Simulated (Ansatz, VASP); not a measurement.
**TiC in VASP and in Ansatz**

```xyz
6
Lattice="3.0537 0.0000 0.0000 -1.5269 2.6446 0.0000 0.0000 0.0000 7.4800" Properties=species:S:1:pos:R:3 pbc="T T T"
Ti    0.0000    0.0000    0.0000
Ti    0.0000    1.7631    2.4933
Ti    1.5269    0.8815    4.9867
C     1.5269    0.8815    1.2467
C     0.0000    0.0000    3.7400
C     0.0000    1.7631    6.2334
```

Alike in both runs: task relaxation of cell and atoms; functional PBE; k mesh 12 × 12 × 6; occupations gaussian, width 0.1 eV; no spin polarisation.

```csv
,VASP,Ansatz
version,VASP 6.6.1,Ansatz 0.2.0
potentials or method,"VASP PAW PBE potentials, release 64 (Ti_sv, C), cutoff 600 eV","scalar-relativistic, plane waves, PAW"
valence electrons in the cell,48,48
```

|  | VASP | Ansatz | Ansatz less VASP |
| --- | --- | --- | --- |
| gap on the k mesh at the Fermi level, each at its own relaxed structure (eV) | none | none | - |
| relaxed volume (Å³/atom) | 10.17 | 10.17 | -0.006 |
| relaxed cell length with the largest relative difference (Å) | 3.064 | 3.064 | -0.0008 |

A gap of «none» marks a metal or a gap that the smearing closes.
